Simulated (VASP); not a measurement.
# YbOs (Pm-3m) in VASP: notebook

The runs below take YbOs through single point, with PBE, r2SCAN.

Everything below comes from runs of VASP 6.6.1. Logs are shortened: lines on timing, memory, paths and dates and some standing lists are left out, and cuts for length are marked.

### Step 1. The cell of the first run

Symmetry: Pm-3m, No. 221, cubic system. Conventional cell: a = 3.585 Å, b = 3.585 Å, c = 3.585 Å, α = 90.00°, β = 90.00°, γ = 90.00°. Within 4.1 Å of Yb (site symmetry m-3m) lie 8 Os at 3.10 Å and 6 Yb at 3.58 Å. Os (site symmetry m-3m) has 8 Yb at 3.10 Å and 6 Os at 3.58 Å within 4.1 Å.

### Step 2. Single point, PBE

Input file INCAR:

```
PREC = Accurate ; ENCUT = 520
EDIFF = 1E-6 ; ISMEAR = 0
SIGMA = 0.05 ; LREAL = F
LASPH = T ; NELM = 60
ALGO = Normal ; ISIF = 2
LWAVE = F ; LCHARG = F
GGA = PE ; NBANDS = 23
```

Input file KPOINTS:

```
Automatic mesh
0
Gamma
  6 6 6
```

Input file POSCAR:

```
YbOs
1.0
    3.5846050411      0.0000000000      0.0000000000
    0.0000000000      3.5846050411      0.0000000000
    0.0000000000      0.0000000000      3.5846050411
Yb Os
1 1
Direct
    0.0000000000      0.0000000000      0.0000000000
    0.5000000000      0.5000000000      0.5000000000
```

Potentials or basis: VASP PAW PBE potentials, release 64 (Yb, Os).

Started as:

```
> cat potpaw_PBE.64/Yb/POTCAR potpaw_PBE.64/Os/POTCAR > POTCAR
> mpirun -np 1 vasp_std > vasp.out
```

OUTCAR:

```text
PREC = Accurate
   ENCUT = 520
   EDIFF = 1E-6
   ISMEAR = 0
   LREAL = F
   LASPH = T
   NELM = 60
   ISIF = 2
   GGA = PE

 ion  position               nearest neighbor table
   1  0.000  0.000  0.000-   2 3.10   2 3.10   2 3.10   2 3.10   2 3.10   2 3.10   2 3.10   2 3.10

   2  0.500  0.500  0.500-   1 3.10   1 3.10   1 3.10   1 3.10   1 3.10   1 3.10   1 3.10   1 3.10

  LATTYP: Found a simple cubic cell.
 ALAT       =     3.5846050411

  Lattice vectors:

 A1 = (   3.5846050411,   0.0000000000,   0.0000000000)
 A2 = (   0.0000000000,   3.5846050411,   0.0000000000)
 A3 = (   0.0000000000,   0.0000000000,   3.5846050411)

Analysis of symmetry for initial positions (statically):
=====================================================================
 Subroutine PRICEL returns:
 Original cell was already a primitive cell.

 Routine SETGRP: Setting up the symmetry group for a
 simple cubic supercell.

 Subroutine GETGRP returns: Found 48 space group operations
 (whereof 48 operations were pure point group operations)
 out of a pool of 48 trial point group operations.

The static configuration has the point symmetry O_h .

Analysis of symmetry for dynamics (positions and initial velocities):
=====================================================================
 Subroutine PRICEL returns:
 Original cell was already a primitive cell.

 Routine SETGRP: Setting up the symmetry group for a
 simple cubic supercell.

 Subroutine GETGRP returns: Found 48 space group operations
 (whereof 48 operations were pure point group operations)
 out of a pool of 48 trial point group operations.

The dynamic configuration has the point symmetry O_h .

 Subroutine INISYM returns: Found 48 space group operations
 (whereof 48 operations are pure point group operations),
 and found     1 'primitive' translations

----------------------------------------------------------------------------------------

                                     Primitive cell

  volume of cell :      46.0600

  direct lattice vectors                    reciprocal lattice vectors
     3.584605041  0.000000000  0.000000000     0.278970762  0.000000000  0.000000000
     0.000000000  3.584605041  0.000000000     0.000000000  0.278970762  0.000000000
[... 74 lines left out ...]
   ISPIN  =      1    spin polarized calculation?
   LNONCOLLINEAR =      F non collinear calculations
   LSORBIT =      F    spin-orbit coupling
   LASPH  =      T    aspherical Exc in radial PAW
   ENCUT  =  520.0 eV  38.22 Ry    6.18 a.u.   6.66  6.66  6.66*2*pi/ulx,y,z
   NELM   =     60;   NELMIN=  2; NELMDL= -5     # of ELM steps
   EDIFF  = 0.1E-05   stopping-criterion for ELM
   LREAL  =      F    real-space projection
   EDIFFG = 0.1E-04   stopping-criterion for IOM
   NSW    =      0    number of steps for IOM
   IBRION =     -1    ionic relax: 0-MD 1-quasi-New 2-CG
   NFREE  =      0    steps in history (QN), initial steepest desc. (CG)
   ISIF   =      2    stress and relaxation
   ISYM   =      2    0-nonsym 1-usesym 2-fastsym
   POTIM  = 0.5000    time-step for ionic-motion
   TEBEG  =    0.0;   TEEND  =   0.0 temperature during run
   PSTRESS=    0.0 pullay stress
   NELECT =      32.0000    total number of electrons
   NUPDOWN=      -1.0000    fix difference up-down
   EMIN   =  10.00;   EMAX   =-10.00  energy-range for DOS
   EFERMI =   0.00;   METHOD = LEGACY
   ISMEAR =     0;   SIGMA  =   0.05  broadening in eV -4-tet -1-fermi 0-gaus
   EFERMI_NEDOS =   21; number of points for ismear=-14 and -15
   IALGO  =     38    algorithm
   IMIX   =      4    mixing-type and parameters
     AMIX     =   0.40;   BMIX     =  1.00
     AMIX_MAG =   1.60;   BMIX_MAG =  1.00
  volume/ion in A,a.u.               =      23.03       155.41
  Fermi-wavevector in a.u.,A,eV,Ry     =   1.449940  2.739990 28.603901  2.102327
  Thomas-Fermi vector in A             =   2.567610
   LORBIT       =      0    0 simple, 1 ext, 2 COOP (PROOUT), +10 PAW based schemes
   GGA     = PE    functional components
   LHFCALC =     F    Hartree Fock is set to
   AEXX    =    0.0000 exact exchange contribution
   IVDW    =     0    specifies the selected vdW correction
   LEPSILON=     F    determine dielectric tensor
   LRPA    =     F    only Hartree local field effects (RPA)
 non-spin polarized calculation
 Gauss-broadening in eV      SIGMA  =   0.05
  energy-cutoff  :      520.00
  volume of cell :       46.06
 maximum number of plane-waves:      1261
 NGX is ok and might be reduce to    28
   NGX = 13   NGY = 13   NGZ = 13

 number of electron      31.9999998 magnetization

 Free energy of the ion-electron system (eV)
  ---------------------------------------------------
  ext. energy  EPLUGINS =         0.00000000
  ---------------------------------------------------
  free energy    TOTEN  =       -13.70135753 eV

  energy without entropy =      -13.69093971  energy(sigma->0) =      -13.69614862

 E-fermi :   2.7921     XC(G=0): -11.4170

 val. band max:        2.7881033956   @ k =   0.3333   0.3333   0.0000
 cond. band min:       2.8280394643   @ k =   0.3333   0.0000   0.0000
 fundamental gap:      0.0399360686
 Fermi energy:         2.7920759428

 k-point     1 :       0.0000    0.0000    0.0000
  band No.  band energies     occupation
      1     -48.2166      2.00000
      2     -20.2836      2.00000
      3     -20.2836      2.00000
      4     -20.2836      2.00000
      5      -3.2363      2.00000
      6       0.3924      2.00000
[... 509 lines left out ...]
     22      11.5079      0.00000
     23      11.5938      0.00000

------------------------ aborting loop because EDIFF is reached ----------------------------------------

  FORCE on cell =-STRESS in cart. coord.  units (eV):
  Direction    XX          YY          ZZ          XY          YZ          ZX
  --------------------------------------------------------------------------------------
  -------------------------------------------------------------------------------------
  Total       -4.4573149     -4.4573149     -4.4573149      0.0000000      0.0000000      0.0000000
  in kB     -155.0457840   -155.0457840   -155.0457840      0.0000000      0.0000000      0.0000000
  external PRESSURE =    -155.0457840 kB  Pullay stress =       0.0000000 kB

 VOLUME and BASIS-vectors are now :
 -----------------------------------------------------------------------------
  energy-cutoff  :      520.00
  volume of cell :       46.06
      direct lattice vectors                 reciprocal lattice vectors
     3.584605041  0.000000000  0.000000000     0.278970762  0.000000000  0.000000000
     0.000000000  3.584605041  0.000000000     0.000000000  0.278970762  0.000000000
     0.000000000  0.000000000  3.584605041     0.000000000  0.000000000  0.278970762

 POSITION                                       TOTAL-FORCE (eV/Angst)
 -----------------------------------------------------------------------------------
      0.00000      0.00000      0.00000         0.000000      0.000000      0.000000
      1.79230      1.79230      1.79230         0.000000      0.000000      0.000000
 -----------------------------------------------------------------------------------
    total drift:                               -0.000000      0.000000     -0.000000

  FREE ENERGIE OF THE ION-ELECTRON SYSTEM (eV)
  ---------------------------------------------------
  free  energy   TOTEN  =       -13.7013575255 eV

  energy  without entropy=      -13.6909397131  energy(sigma->0) =      -13.69614862
```

stdout:

```text
POSCAR found type information on POSCAR YbOs
 POSCAR found :  2 types and       2 ions
 scaLAPACK will be used
 LDA part: xc-table for (Slater+PW92), standard interpolation
 POSCAR, INCAR and KPOINTS ok, starting setup
 FFT: planning ... GRIDC
 FFT: planning ... GRID_SOFT
 FFT: planning ... GRID
 WAVECAR not read
 entering main loop
```

It took 19 s on 1 thread of Intel Xeon Platinum 8488C (Sapphire Rapids), shared host; peak memory 0.18 GiB.

What came out:

- Free energy: -13.7014 eV
- Pressure: -15.5 GPa
- Band gap on the k mesh: zero (band 16 reaches 3.79 eV, above the bottom of band 17 at 2.59 eV)

Levels at points of the mesh, in eV from the Fermi level:
```
           k point  band 14  band 15  band 16  band 17  band 18  band 19
(0.00, 0.00, 0.00)    -0.37    -0.10    -0.10    -0.10     4.31     4.31
(0.50, 0.00, 0.00)    -0.17     0.07     0.07     0.54     1.32     2.39
(0.50, 0.50, 0.00)    -0.35    -0.32     0.98     1.27     1.93     1.93
(0.50, 0.50, 0.50)    -0.36     0.48     0.48     0.48     1.04     1.04
```

Caveat: spin-orbit coupling is left out, which moves the levels of the heavy elements; without U or exact exchange the open f shell lies at the Fermi level, which spoils levels, moments and volumes. Spin polarisation is off, so any magnetic state and its effect on volume and gap are missing.

### Step 3. Single point, r2SCAN (volume scaled by 0.960)

Input file POSCAR:

```
YbOs
1.0
    3.2827883681      0.0000000000      0.0000000000
    0.0000000000      3.2827883681      0.0000000000
    0.0000000000      0.0000000000      3.2827883681
Yb Os
1 1
Direct
    0.0000000000      0.0000000000      0.0000000000
    0.5000000000      0.5000000000      0.5000000000
```

Input file INCAR.step1:

```
PREC = Accurate
ENCUT = 520
ISMEAR = 0
SIGMA = 0.05
LREAL = False
LASPH = True
NELM = 60
NBANDS = 23
GGA = PE
ALGO = Normal
EDIFF = 1E-4
LWAVE = True
LCHARG = False
```

Input file INCAR.step2:

```
PREC = Accurate
ENCUT = 520
EDIFF = 1E-6
ISMEAR = 0
SIGMA = 0.05
LREAL = False
LASPH = True
NELM = 60
ALGO = Normal
ISIF = 2
LWAVE = False
LCHARG = False
METAGGA = R2SCAN
LMIXTAU = True
NBANDS = 23
ISTART = 1
```

Input file KPOINTS:

```
regular mesh
0
Gamma
  10 10 10
```

Potentials or basis: VASP PAW PBE potentials, release 64 (Yb, Os).

Started as:

```
> cat potpaw_PBE.64/Yb/POTCAR potpaw_PBE.64/Os/POTCAR > POTCAR
> cp INCAR.step1 INCAR
> mpirun -np 1 vasp_std > vasp.out
> cp INCAR.step2 INCAR
> mpirun -np 1 vasp_std > vasp.out
```

It took 87 s on 1 thread of Intel Xeon Platinum 8488C (Sapphire Rapids), shared host; peak memory 0.19 GiB.

It converged, with:

```yaml
Free_energy: -88.0273 eV
Pressure: 7.0 GPa
Band_gap_on_the_k_mesh: zero (band 16 reaches 6.12 eV, above the bottom of band 17 at 4.13 eV)
```

Levels at points of the mesh, in eV from the Fermi level:
```
           k point  band 12  band 13  band 14  band 15  band 16  band 17  band 18  band 19  band 20  band 21
(0.00, 0.00, 0.00)    -0.55    -0.55    -0.52    -0.46    -0.46    -0.46     5.24     5.24     9.74     9.74
(0.50, 0.00, 0.00)    -0.54    -0.54    -0.29     0.08     0.08     0.71     2.03     2.21     4.30     4.30
(0.50, 0.50, 0.00)    -0.58    -0.57    -0.56    -0.45     1.49     1.97     2.81     2.81     6.09     9.51
(0.50, 0.50, 0.50)    -0.56    -0.56    -0.56    -0.08    -0.08    -0.08     1.59     1.59     5.47    10.66
```

Caveat: the PAW data sets were made with another functional, which shifts forces and pressure a little; spin-orbit coupling is left out, which moves the levels of the heavy elements; without U or exact exchange the open f shell lies at the Fermi level, which spoils levels, moments and volumes.

(Continued in part 2 of 2.)
